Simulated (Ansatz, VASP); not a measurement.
# One calculation of BN, two programs

```
CELL_PARAMETERS angstrom
2.88902 0.00000 0.00000
-1.44451 2.50196 0.00000
0.00000 0.00000 4.22685
ATOMIC_POSITIONS crystal
B 0.66667 0.33333 0.99972
B 0.33333 0.66667 0.49972
N 0.66667 0.33333 0.62528
N 0.33333 0.66667 0.12528
```

Change from the starting cell: strain +0.1312 x Voigt [1, 1, 0, 0, 0, 0], atoms carried along.

Alike in both runs: task single point; functional PBEsol; k mesh 12 × 12 × 6; occupations gaussian, width 0.05 eV; no spin polarisation.

|  | VASP | Ansatz |
| --- | --- | --- |
| version | VASP 6.6.1 | Ansatz 0.2.0 |
| potentials or method | VASP PAW PBE potentials, release 64 (B, N), cutoff 520 eV | scalar-relativistic, plane waves, PAW |
| valence electrons in the cell | 16 | 16 |

Ansatz gave:

| Property | Result |
| --- | --- |
| gap on the k mesh at the Fermi level (eV) | 4.48 |
| least direct gap on the mesh (eV) | 4.67 |
| pressure (GPa) | -56.9 |
| traceless stress, the component that is largest in VASP (GPa) | 41.17 |
| rms of the force components (eV/Å) | 0.242 |

Q: Which values does VASP return?

A: gap on the k mesh at the Fermi level (eV): 4.48; least direct gap on the mesh (eV): 4.68; pressure (GPa): -56.8; traceless stress, the component that is largest in VASP (GPa): 41.42; rms of the force components (eV/Å): 0.231.

VASP's potentials were made for PBE, not for PBEsol. Atom by atom the forces differ by 0.011 eV/Å (rms over components). Both programs put the cell under strong tension, so it lies far from rest at this level.

Noted on VASP's run: the cell as given lies far from equilibrium.
